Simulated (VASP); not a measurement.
Here is a VASP 6.6.1 calculation.

Contents of POSCAR:

```
Sn
1.0
   -1.6640732491      1.9017979990      1.9017979990
    1.9017979990     -1.6640732491      1.9017979990
    1.9017979990      1.9017979990     -1.6640732491
Sn
1
Direct
    0.0000000000      0.0000000000      0.0000000000
```

File INCAR.step1:

```
SYSTEM = Sn
PREC = Accurate
ENCUT = 520
ISMEAR = 0
SIGMA = 0.15
LREAL = .FALSE.
LASPH = .TRUE.
NELM = 100
NBANDS = 13
GGA = PE
ALGO = Normal
EDIFF = 1E-4
LWAVE = .TRUE.
LCHARG = .FALSE.
```

File INCAR.step2:

```
SYSTEM = Sn
PREC = Accurate
ENCUT = 520
EDIFF = 1E-7
ISMEAR = 0
SIGMA = 0.15
LREAL = .FALSE.
LASPH = .TRUE.
NELM = 100
ALGO = Normal
ISIF = 2
LWAVE = .FALSE.
LCHARG = .FALSE.
METAGGA = R2SCAN
LMIXTAU = .TRUE.
NBANDS = 13
ISTART = 1
```

KPOINTS

```
regular mesh
0
G
  20 20 20
  0 0 0
```

Potentials or basis: VASP PAW PBE potentials, release 64 (Sn_d).

Launch:

```console
$ cat potpaw_PBE.64/Sn_d/POTCAR > POTCAR
$ cp INCAR.step1 INCAR
$ mpirun -np 1 vasp_std > vasp.out
$ cp INCAR.step2 INCAR
$ mpirun -np 1 vasp_std > vasp.out
```

Task: Estimate the band gap on the k mesh.

Result: Zero (bands 7 and 8 overlap by 8.83 eV).

Task: Estimate the pressure.

Result: 0.8 GPa.

Stress tensor (GPa, compression positive):
```
 0.79 -0.48 -0.48
-0.48  0.79 -0.48
-0.48 -0.48  0.79
```

Caveat: the PAW data sets were made with another functional, which shifts forces and pressure a little; spin-orbit coupling is left out, which moves the levels of the heavy elements.
